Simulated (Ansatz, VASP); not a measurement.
Two plane-wave programs on Si3Br

Contents of INCAR:

```
PREC = Accurate ; ENCUT = 600
EDIFF = 1E-6 ; ISMEAR = 0
SIGMA = 0.1 ; LREAL = False
LASPH = True ; NELM = 80
ALGO = Normal ; ISIF = 3
LWAVE = False ; LCHARG = False
GGA = PE ; IBRION = 2
NSW = 100 ; EDIFFG = -0.01
```

KPOINTS

```
Automatic mesh
0
Gamma
  12 12 8
```

File POSCAR:

```
Si3Br
1.0
    3.6070044157      0.0000000000      0.0000000000
   -1.8035022078      3.1237574556      0.0000000000
    0.0000000000      0.0000000000      7.2081785400
Si Br
3 1
Direct
    0.0000000000      0.0000000000      0.0000000000
    0.6666666667      0.3333333333      0.8106322769
    0.6666666667      0.3333333333      0.1893677231
    0.0000000000      0.0000000000      0.5000000000
```

Input for Ansatz:

```yaml
crystal:
  lattice:
    - [3.6070044157, 0.0, 0.0]
    - [-1.8035022078, 3.1237574556, 0.0]
    - [0.0, 0.0, 7.20817854]
  atoms:
    - { symbol: Si, position: [0.0, 0.0, 0.0] }
    - { symbol: Si, position: [0.6666666667, 0.3333333333, 0.8106322769] }
    - { symbol: Si, position: [0.6666666667, 0.3333333333, 0.1893677231] }
    - { symbol: Br, position: [0.0, 0.0, 0.5] }
basis:
  ecutwfc: 420
kpoints:
  mp_grid: { grid: [12, 12, 8] }
hamiltonian:
  xc: pbe
scf:
  occupations: { method: gaussian, width: 0.1 }
output:
  forces: true
  stress: true
  eigenvalues: true
relax:
  adjacent_minimum: "off"
  f_tol: 0.01
  max_steps: 80
  cell: { stress_tol: 0.05 }
```

Change from the starting cell: species swapped into the Co3Ir type (P-6m2, No. 187).

Alike in both runs: task relaxation of cell and atoms; functional PBE; k mesh 12 × 12 × 8; occupations gaussian, width 0.1 eV; no spin polarisation.

```csv
,VASP,Ansatz
version,VASP 6.6.1,Ansatz 0.2.0
potentials or method,"VASP PAW PBE potentials, release 64 (Si, Br), cutoff 600 eV","scalar-relativistic, plane waves, PAW"
valence electrons in the cell,19,19
```

Ansatz gave:

| Item | Value |
| --- | --- |
| gap on the k mesh at the Fermi level, each at its own relaxed structure (eV) | none |
| relaxed volume (Å³/atom) | 20.14 |
| relaxed cell length with the largest relative difference (Å) | 7.207 |

Problem. Estimate VASP's values.

Solution. gap on the k mesh at the Fermi level, each at its own relaxed structure (eV): none; relaxed volume (Å³/atom): 20.14; relaxed cell length with the largest relative difference (Å): 7.209.

A gap of «none» marks a metal or a gap that the smearing closes.
